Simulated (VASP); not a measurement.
MnS:

```
Mn S
1.0
     0.00000    2.47346    2.47346
     2.47346    0.00000    2.47346
     2.47346    2.47346    0.00000
Mn S
1 1
Direct
  0.00000 0.00000 0.00000
  0.75000 0.75000 0.75000
```

Base run:

- Program: VASP 6.6.1
- Functional: r2SCAN
- Potentials or basis: VASP PAW PBE potentials, release 64 (Mn_pv, S)
- Cutoff: 520 eV
- k mesh: 9 × 9 × 9
- Occupations: fermi-dirac, width 0.05 eV
- Spin: collinear spin, ferromagnetic start
- Starting moments: [4.0, 0.0] μB
- Hubbard terms: Mn d U = 4.0 eV

Its results: pressure 60.4 GPa; net moment 4.72 μB per cell; site moments Mn +4.35; S +0.03 μB.

Task: After a change of settings the same cell gave: pressure 71.9 GPa; net moment 4.91 μB per cell; site moments Mn +4.53; S +0.03 μB. Which change was it?
A. hubbard terms from Mn d U = 4.0 eV to Mn d U = 3.0 eV; further incar settings from ALGO = Normal; EDIFF = 1e-06; NBANDS = 20 to ALGO = Normal; EDIFF = 1e-07; NBANDS = 20
B. hubbard terms from Mn d U = 4.0 eV to Mn d U = 2.0 eV
C. functional from r2SCAN to RPBE; hubbard terms from Mn d U = 4.0 eV to Mn d U = 7.0 eV

Result: C.

Caveats: the cell stands under pressure; the PAW data sets were made with another functional, which shifts forces and pressure a little; a cell with one magnetic atom can't hold antiferromagnetic order, which such compounds often take.
